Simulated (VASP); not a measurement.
Set up this calculation in VASP 6.6.1, as the native input.

| Property | Result |
| --- | --- |
| Task | single point |
| Functional | PBE |
| Dispersion | D3(BJ) |
| Potentials or basis | VASP PAW PBE potentials, release 64 (Ca_sv, F, H) |
| Cutoff | 520 eV |
| k mesh | 2 × 2 × 1 |
| Occupations | fermi-dirac, width 0.05 eV |
| Spin | no spin polarisation |
| Dipole correction | no |
| Further INCAR settings | LREAL = Auto; ALGO = Normal; EDIFF = 1e-06; NBANDS = 99 |

The structure of Ca16HF lies in POSCAR:

```
Ca16HF
1.0
   11.1600000000      0.0000000000      0.0000000000
    0.0000000000      7.8913120000      0.0000000000
    0.0000000000      0.0000000000     16.9184840000
Ca F H
16 1 1
Direct
    0.2500000000      0.2499964518      0.0591069507
    0.7500000000      0.2499964518      0.0591069507
    0.2500000000      0.7500020275      0.0591069507
    0.7500000000      0.7500020275      0.0591069507
    0.0305913978      0.0002154268      0.1673790630
    0.4994982079     -0.0197305594      0.1500902800
    0.0221684588      0.4550193935      0.1722790293
    0.5210573477      0.5546352748      0.1356918268
    0.3462544803      0.2273006060      0.2923252462
    0.7050896057      0.2914851168      0.2576412875
    0.2800000000      0.7566549137      0.2912967852
    0.7635931900      0.7615083525      0.2478768192
    0.0404121864      0.0180578337      0.3742652119
    0.5737634409      0.0665035168      0.4121291246
   -0.0318279570      0.5257427409      0.4013243740
    0.5557347670      0.5498958855      0.4241219249
    0.1387544803      0.5593493199      0.4374919171
    0.3639695341      0.4831009089      0.3010671642
```

These files were run (other wordings do the same):

INCAR

```
SYSTEM = Ca16HF
PREC = Accurate
ENCUT = 520
EDIFF = 1E-6
ISMEAR = -1
SIGMA = 0.05
LREAL = Auto
LASPH = .True.
NELM = 100
ALGO = Normal
ISIF = 2
LWAVE = .False.
LCHARG = .False.
GGA = PE
IVDW = 12
NBANDS = 99
```

KPOINTS

```
Automatic mesh
0
Gamma
  2 2 1
  0 0 0
```

Potentials or basis: VASP PAW PBE potentials, release 64 (Ca_sv, F, H).

Command:

```console
$ cat potpaw_PBE.64/Ca_sv/POTCAR potpaw_PBE.64/F/POTCAR potpaw_PBE.64/H/POTCAR > POTCAR
$ mpirun -np 1 vasp_std > vasp.out
```

Results of the run:

```
Largest force              : 1.597 eV/Å
Band gap on the k mesh     : zero (bands 84 and 85 overlap by 0.18 eV)
Dispersion energy per atom : -0.140 eV
```

Caveat: the k points lie up to 0.40 Å⁻¹ apart; the atoms stand as in a frame of molecular dynamics.

Run time: 14 min on 1 thread of Intel(R) Xeon(R) 6975P-C (Granite Rapids), with other jobs on the host, peak memory 1.3 GiB.
